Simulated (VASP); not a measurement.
Input of a VASP 6.6.1 run:

The input INCAR:

```
PREC     = Accurate       # precision mode
ENCUT    = 520            # plane-wave cutoff, eV
EDIFF    = 1E-7           # SCF threshold, eV
ISMEAR   = 0              # smearing method
SIGMA    = 0.1            # smearing width, eV
LREAL    = F              # projectors in reciprocal space
LASPH    = T              # aspherical terms in the spheres
NELM     = 100            # most SCF steps
ALGO     = Normal         # electronic algorithm
ISIF     = 2              # what is computed and relaxed
LWAVE    = F              # write WAVECAR
LCHARG   = F              # write CHGCAR
GGA      = PE             # functional
NBANDS   = 30             # bands
```

File KPOINTS:

```
regular mesh
0
Gamma
  6 6 4
```

The input POSCAR:

```
ZrSi4Ru
1.0
    4.4526710000      0.0000000000      0.0000000000
   -2.2263355000      3.8561262000      0.0000000000
    0.0000000000      0.0000000000      5.3441505900
Zr Si Ru
1 4 1
Direct
    0.0000000000      0.0000000000      0.0000000000
    0.3333333300      0.6666666700      0.2792831600
    0.3333333300      0.6666666700      0.7207168400
    0.6666666700      0.3333333300      0.7207168400
    0.6666666700      0.3333333300      0.2792831600
    0.0000000000      0.0000000000      0.5000000000
```

Potentials or basis: VASP PAW PBE potentials, release 64 (Zr_sv, Si, Ru_pv).

The run is started by

```console
$ cat potpaw_PBE.64/Zr_sv/POTCAR potpaw_PBE.64/Si/POTCAR potpaw_PBE.64/Ru_pv/POTCAR > POTCAR
$ mpirun -np 1 vasp_std > vasp.out
```

Question: Predict the largest force.

Answer: 0.232 eV/Å.

Question: Estimate the pressure.

Answer: -1.4 GPa.

Forces on the atoms (eV/Å):
```
Zr   0.000  0.000  0.000
Si   0.000  0.000 -0.232
Si   0.000  0.000  0.232
Si   0.000  0.000  0.232
Si   0.000  0.000 -0.232
Ru   0.000  0.000  0.000
```
